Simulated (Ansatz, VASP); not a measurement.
## Two plane-wave programs on Nb

File INCAR:

```
SYSTEM = Nb
PREC = Accurate
ENCUT = 520
EDIFF = 1E-8
ISMEAR = -1
SIGMA = 0.05
LREAL = .FALSE.
LASPH = .TRUE.
NELM = 80
ALGO = Normal
ISIF = 2
LWAVE = .FALSE.
LCHARG = .FALSE.
GGA = CA
LEFG = .TRUE.
NBANDS = 20
```

File KPOINTS:

```
regular mesh
0
G
  12 12 6
  0 0 0
```

The input POSCAR:

```
Nb
1.0
    2.9563926124      0.0000000000      0.0000000000
   -1.4781963062      2.5603111058      0.0000000000
    0.0000000000      0.0000000000      4.7893560320
Nb
2
Direct
    0.3333333333      0.6666666667      0.2500000000
    0.6666666667      0.3333333333      0.7500000000
```

Input for Ansatz:

```yaml
crystal:
  lattice:
    - [2.9563926124, 0.0, 0.0]
    - [-1.4781963062, 2.5603111058, 0.0]
    - [0.0, 0.0, 4.789356032]
  atoms:
    - { symbol: Nb, position: [0.3333333333, 0.6666666667, 0.25] }
    - { symbol: Nb, position: [0.6666666667, 0.3333333333, 0.75] }
kpoints:
  mp_grid: { grid: [12, 12, 6] }
scf:
  occupations: { method: fermi_dirac, width: 0.05 }
hamiltonian:
  xc: lda
  pseudopotentials: { kind: paw }
output:
  forces: true
  stress: true
  eigenvalues: true
  efg: { contact_densities: true }
  populations: true
  write_density: true
  write_potential: true
  elf: true
  volumetric_format: npy
```

Change from the starting cell: shortest bond scaled by 1, PAW files.

Alike in both runs: task electric field gradients; functional LDA; k mesh 12 × 12 × 6; occupations fermi-dirac, width 0.05 eV; no spin polarisation.

```csv
,VASP,Ansatz
version,VASP 6.6.1,Ansatz 0.2.0
potentials or method,"VASP PAW LDA potentials, release 64 (Nb_sv)","PAW with Ansatz's default frozen-core files, scalar-relativistic"
plane-wave cutoff (eV),520,420
valence electrons in the cell,26,26
```

```csv
,VASP,Ansatz,Ansatz less VASP
pressure (GPa),-4.6,-4.5,+0.12
"traceless stress, the component that is largest in VASP (GPa)",5.30,5.29,-0.013
size of Vzz on the site where it differs most (V/Å²),8.7,5.7,-3.06
```

LDA's correlation is that of Perdew and Zunger in VASP and of Perdew and Wang (1992) in Ansatz.
